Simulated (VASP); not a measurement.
Here is a VASP 6.6.1 calculation.

The input INCAR:

```
PREC     = Accurate       # precision mode
ENCUT    = 520            # plane-wave cutoff, eV
EDIFF    = 1E-6           # SCF threshold, eV
ISMEAR   = 0              # smearing method
SIGMA    = 0.1            # smearing width, eV
LREAL    = False          # projectors in reciprocal space
LASPH    = True           # aspherical terms in the spheres
NELM     = 80             # most SCF steps
ALGO     = Normal         # electronic algorithm
ISIF     = 2              # what is computed and relaxed
LWAVE    = False          # write WAVECAR
LCHARG   = False          # write CHGCAR
GGA      = PE             # functional
NBANDS   = 28             # bands
```

KPOINTS

```
Automatic mesh
0
Gamma
  12 12 6
```

POSCAR

```
Hf2TaN2
1.0
    3.4024327080      0.0000000000      0.0000000000
   -1.7012163540      2.9465931598      0.0000000000
    0.0000000000      0.0000000000      8.3766721962
Hf Ta N
2 1 2
Direct
    0.6666666667      0.3333333333      0.6741954230
    0.3333333333      0.6666666667      0.3258045770
    0.0000000000      0.0000000000      0.0000000000
    0.6666666667      0.3333333333      0.3884239133
    0.3333333333      0.6666666667      0.6115760867
```

Potentials or basis: VASP PAW PBE potentials, release 64 (Hf_pv, Ta_pv, N).

Command:

```bash
$ cat potpaw_PBE.64/Hf_pv/POTCAR potpaw_PBE.64/Ta_pv/POTCAR potpaw_PBE.64/N/POTCAR > POTCAR
$ mpirun -np 1 vasp_std > vasp.out
```

Question: Predict the largest force.

Answer: 0.114 eV/Å.

Question: Estimate the pressure.

Answer: -0.8 GPa.

Forces on the atoms (eV/Å):
```
Hf   0.000  0.000 -0.114
Hf   0.000  0.000  0.114
Ta   0.000  0.000  0.000
N    0.000  0.000 -0.009
N    0.000  0.000  0.009
```
